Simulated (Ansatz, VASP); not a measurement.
**HfZr3Te8 in VASP and in Ansatz**

File INCAR:

```
  PREC = Accurate
  ENCUT = 520
  EDIFF = 1E-6
  ISMEAR = 0
  SIGMA = 0.2
  LREAL = F
  LASPH = T
  NELM = 80
  ALGO = Normal
  ISIF = 2
  LWAVE = F
  LCHARG = F
  GGA = PE
  NBANDS = 59
```

The input KPOINTS:

```
Automatic mesh
0
Gamma
  4 3 3
```

The input POSCAR:

```
HfZr3Te8
1.0
    0.0000000000      0.0000000000      7.0949992000
    7.9399511746      0.0000000000      0.0000000000
   -3.9699755873      6.8761994220      0.0000000000
Zr Hf Te
3 1 8
Direct
    0.0000000000      1.0000000000      0.5000000000
    0.0000000000      0.5000000000      0.0000000000
    0.0000000000      0.5000000000      0.5000000000
    0.0000000000      0.0000000000      0.0000000000
    0.2528850000      0.1656575000      0.3313150000
    0.2528850000      0.1656575000      0.8343425000
    0.2540580000      0.6666666667      0.3333333333
    0.2528850000      0.6686850000      0.8343425000
    0.7471150000      0.3313150000      0.1656575000
    0.7459420000      0.3333333333      0.6666666667
    0.7471150000      0.8343425000      0.1656575000
    0.7471150000      0.8343425000      0.6686850000
```

Input for Ansatz:

```yaml
crystal:
  lattice:
    - [0.0, 0.0, 7.0949992]
    - [7.9399511746, 0.0, 0.0]
    - [-3.9699755873, 6.876199422, 0.0]
  atoms:
    - { symbol: Zr, position: [0.0, 1.0, 0.5] }
    - { symbol: Zr, position: [0.0, 0.5, 0.0] }
    - { symbol: Zr, position: [0.0, 0.5, 0.5] }
    - { symbol: Hf, position: [0.0, 0.0, 0.0] }
    - { symbol: Te, position: [0.252885, 0.1656575, 0.331315] }
    - { symbol: Te, position: [0.252885, 0.1656575, 0.8343425] }
    - { symbol: Te, position: [0.254058, 0.6666666667, 0.3333333333] }
    - { symbol: Te, position: [0.252885, 0.668685, 0.8343425] }
    - { symbol: Te, position: [0.747115, 0.331315, 0.1656575] }
    - { symbol: Te, position: [0.745942, 0.3333333333, 0.6666666667] }
    - { symbol: Te, position: [0.747115, 0.8343425, 0.1656575] }
    - { symbol: Te, position: [0.747115, 0.8343425, 0.668685] }
basis:
  ecutwfc: 420
kpoints:
  mp_grid: { grid: [4, 3, 3] }
hamiltonian:
  xc: pbe
scf:
  occupations: { method: gaussian, width: 0.2 }
  lower_state_search: "off"
output:
  forces: true
  stress: true
  eigenvalues: true
```

Alike in both runs: task single point; functional PBE; k mesh 4 × 3 × 3; occupations gaussian, width 0.2 eV; no spin polarisation.

|  | VASP | Ansatz |
| --- | --- | --- |
| version | VASP 6.6.1 | Ansatz 0.2.0 |
| potentials or method | VASP PAW PBE potentials, release 64 (Zr_sv, Hf_pv, Te), cutoff 520 eV | scalar-relativistic, plane waves, PAW |
| valence electrons in the cell | 94 | 190 |

Ansatz gave:

* gap on the k mesh at the Fermi level (eV): none
* pressure (GPa): 0.0
* rms of the force components (eV/Å): 0.006

Q: What did VASP give for the same quantities?

A: gap on the k mesh at the Fermi level (eV): none; pressure (GPa): 0.0; rms of the force components (eV/Å): 0.011.

Atom by atom the forces differ by 0.007 eV/Å (rms over components). A gap of «none» marks a metal or a gap that the smearing closes. VASP's potentials hold 94 valence electrons a cell and Ansatz's 190, so a difference there can come from the potentials and not from the codes.

Spin-orbit coupling is off throughout.
